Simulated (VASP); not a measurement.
Set up this calculation in VASP 6.6.1, as the native input.

| Property | Result |
| --- | --- |
| Task | single point |
| Functional | PBE |
| Dispersion | D3(BJ) |
| Potentials or basis | VASP PAW PBE potentials, release 64 (Ga_d, Sb) |
| Cutoff | 520 eV |
| k mesh | 14 × 14 × 14 |
| Occupations | gaussian, width 0.15 eV |
| Spin | no spin polarisation |
| Dipole correction | no |
| Further INCAR settings | ALGO = Fast; EDIFF = 1e-06; NBANDS = 30 |

The structure of Ga3Sb lies in POSCAR:

```
Ga3Sb
1.0
   -2.2085368293      2.2085368293      4.4517476868
    2.2085368293     -2.2085368293      4.4517476868
    2.2085368293      2.2085368293     -4.4517476868
Ga Sb
3 1
Direct
    0.7500000000      0.2500000000      0.5000000000
    0.2500000000      0.7500000000      0.5000000000
    0.5000000000      0.5000000000      0.0000000000
    0.0000000000      0.0000000000      0.0000000000
```

These files were run (other wordings do the same):

INCAR

```
SYSTEM = Ga3Sb
PREC = Accurate ; ENCUT = 520
EDIFF = 1E-6 ; ISMEAR = 0
SIGMA = 0.15 ; LREAL = .FALSE.
LASPH = .TRUE. ; NELM = 80
ALGO = Fast ; ISIF = 2
LWAVE = .FALSE. ; LCHARG = .FALSE.
GGA = PE ; IVDW = 12
NBANDS = 30
```

KPOINTS

```
Automatic mesh
0
G
  14 14 14
  0 0 0
```

Potentials or basis: VASP PAW PBE potentials, release 64 (Ga_d, Sb).

Command:

```sh
$ cat potpaw_PBE.64/Ga_d/POTCAR potpaw_PBE.64/Sb/POTCAR > POTCAR
$ mpirun -np 1 vasp_std > vasp.out
```

Results of the run:

```
Pressure                   : -1.9 GPa
Band gap on the k mesh     : zero (bands 22 and 23 overlap by 4.47 eV)
Dispersion energy per atom : -0.343 eV
```

Caveat: spin-orbit coupling is left out, which moves the levels of the heavy elements.

Run time: 16 min on 1 thread of Oxide Virtual Turin-like Processor, on a shared host, peak memory 0.6 GiB.
